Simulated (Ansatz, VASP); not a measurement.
# Two plane-wave programs on BN

```
CELL_PARAMETERS angstrom
2.48878 0.00235 -0.23622
-1.23506 2.16074 0.23591
-0.92894 -0.90688 3.24429
ATOMIC_POSITIONS crystal
B 0.99120 0.99150 0.99408
N 0.65695 0.32439 0.99273
```

Alike in both runs: task single point; functional PBEsol; dispersion D3(BJ); k mesh 12 × 12 × 12; occupations gaussian, width 0.02 eV; no spin polarisation.

```csv
,VASP,Ansatz
version,VASP 6.6.1,Ansatz 0.2.0
potentials or method,"VASP PAW PBE potentials, release 64 (B, N), cutoff 520 eV","scalar-relativistic, plane waves, PAW"
valence electrons in the cell,8,8
```

|  | VASP | Ansatz | Ansatz less VASP |
| --- | --- | --- | --- |
| gap on the k mesh at the Fermi level (eV) | 3.99 | 4.00 | +0.011 |
| least direct gap on the mesh (eV) | 4.65 | 4.65 | +0.007 |
| pressure (GPa) | 0.3 | 0.0 | -0.33 |
| traceless stress, the component that is largest in VASP (GPa) | -0.44 | 0.01 | +0.449 |

VASP's potentials were made for PBE, not for PBEsol.
